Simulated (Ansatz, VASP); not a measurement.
## Sn2TeO2 in VASP and in Ansatz

```
CELL_PARAMETERS angstrom
3.82078 0.00000 0.00000
-1.91039 3.30889 0.00000
0.00000 0.00000 9.14149
ATOMIC_POSITIONS crystal
Sn 0.00000 0.00000 0.32703
Sn 0.00000 0.00000 0.67297
Te 0.00000 0.00000 0.00000
O 0.33333 0.66667 0.00000
O 0.66667 0.33333 0.00000
```

Alike in both runs: task relaxation of cell and atoms; functional PBE; k mesh 12 × 12 × 4; occupations gaussian, width 0.1 eV; no spin polarisation.

|  | VASP | Ansatz |
| --- | --- | --- |
| version | VASP 6.6.1 | Ansatz 0.2.0 |
| potentials or method | VASP PAW PBE potentials, release 64 (Sn_d, Te, O), cutoff 600 eV | scalar-relativistic, plane waves, PAW |
| valence electrons in the cell | 46 | 56 |

|  | VASP | Ansatz | Ansatz less VASP |
| --- | --- | --- | --- |
| gap on the k mesh at the Fermi level, each at its own relaxed structure (eV) | none | none | - |
| relaxed volume (Å³/atom) | 22.82 | 22.95 | +0.129 |
| relaxed length of the cell vector where the two differ most in proportion (Å) | 3.807 | 3.815 | +0.0084 |

A gap of «none» marks a metal or a gap that the smearing closes. VASP's potentials hold 46 valence electrons a cell and Ansatz's 56, so a difference there can come from the potentials and not from the codes.

Spin-orbit coupling is off throughout.
